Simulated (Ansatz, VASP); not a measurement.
## One calculation of Si, two programs

```
Si
1.0
    -2.30565    2.38314    1.27324
     2.26740   -2.42139    1.27676
     2.23460    2.35386   -1.34429
Si
2
Cartesian
  -0.0391 1.1629 1.4026
  2.2354 1.1527 -0.1969
```

Change from the starting cell: equal xy, yz and zx shear strains of -3 %.

Alike in both runs: task single point; functional PBE; k mesh 16 × 16 × 16; occupations fermi-dirac, width 0.05 eV; no spin polarisation.

|  | VASP | Ansatz |
| --- | --- | --- |
| version | VASP 6.6.1 | Ansatz 0.2.0 |
| potentials or method | VASP PAW PBE potentials, release 64 (Si), cutoff 520 eV | all-electron LAPW, scalar-relativistic |

Ansatz gave:

| Item | Value |
| --- | --- |
| pressure (GPa) | 15.8 |
| traceless stress, the component that is largest in VASP (GPa) | 2.59 |
| rms of the force components (eV/Å) | 0.065 |

Task: What did VASP give for the same quantities?

Result: Pressure (GPa): 15.7; traceless stress, the component that is largest in VASP (GPa): 2.58; rms of the force components (eV/Å): 0.065.

Atom by atom the forces differ by 0.002 eV/Å (rms over components). Ansatz ran all-electron here, and VASP with PAW potentials.
